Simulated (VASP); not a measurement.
A run of VASP 6.6.1:

POSCAR

```
SnSe
1.0
    0.0000000000      2.9426713133      3.0122375962
    2.9426713133      0.0000000000      3.0122375962
    2.9426713133      2.9426713133      0.0000000000
Sn Se
1 1
Direct
    0.0000000000      0.0000000000      0.0000000000
    0.5000000000      0.5000000000      0.5000000000
```

The input INCAR.step1:

```
SYSTEM = SnSe
PREC     = Accurate       ! precision mode
ENCUT    = 520            ! plane-wave cutoff, eV
ISMEAR   = 0              ! smearing method
SIGMA    = 0.01           ! smearing width, eV
LREAL    = .FALSE.        ! projectors in reciprocal space
LASPH    = .TRUE.         ! aspherical terms in the spheres
NELM     = 100            ! most SCF steps
NBANDS   = 17             ! bands
GGA      = PE             ! functional
ALGO     = Normal         ! electronic algorithm
EDIFF    = 1E-4           ! SCF threshold, eV
LWAVE    = .TRUE.         ! write WAVECAR
LCHARG   = .FALSE.        ! write CHGCAR
```

INCAR.step2

```
SYSTEM = SnSe
PREC     = Accurate       ! precision mode
ENCUT    = 520            ! plane-wave cutoff, eV
EDIFF    = 1E-6           ! SCF threshold, eV
ISMEAR   = 0              ! smearing method
SIGMA    = 0.01           ! smearing width, eV
LREAL    = .FALSE.        ! projectors in reciprocal space
LASPH    = .TRUE.         ! aspherical terms in the spheres
NELM     = 100            ! most SCF steps
ALGO     = Normal         ! electronic algorithm
ISIF     = 2              ! what is computed and relaxed
LWAVE    = .FALSE.        ! write WAVECAR
LCHARG   = .TRUE.         ! write CHGCAR
METAGGA  = R2SCAN         ! meta-GGA
LMIXTAU  = .TRUE.       
LELF     = .TRUE.         ! ELF
LVHAR    = .TRUE.       
NBANDS   = 17             ! bands
ISTART   = 1
```

The input KPOINTS:

```
Automatic mesh
0
G
  8 8 8
  0 0 0
```

Potentials or basis: VASP PAW PBE potentials, release 64 (Sn_d, Se).

Run with:

```sh
$ cat potpaw_PBE.64/Sn_d/POTCAR potpaw_PBE.64/Se/POTCAR > POTCAR
$ cp INCAR.step1 INCAR
$ mpirun -np 1 vasp_std > vasp.out
$ cp INCAR.step2 INCAR
$ mpirun -np 1 vasp_std > vasp.out
```

Hardware: 1 thread of AMD EPYC 7R13 Processor (Zen 3), with other jobs on the host.

Question: Estimate the wall time of this run.

Answer: Wall time 2.9 min on 1 thread of AMD EPYC 7R13 Processor (Zen 3), on a shared host, peak memory 0.19 GiB. Counts: k points 59.
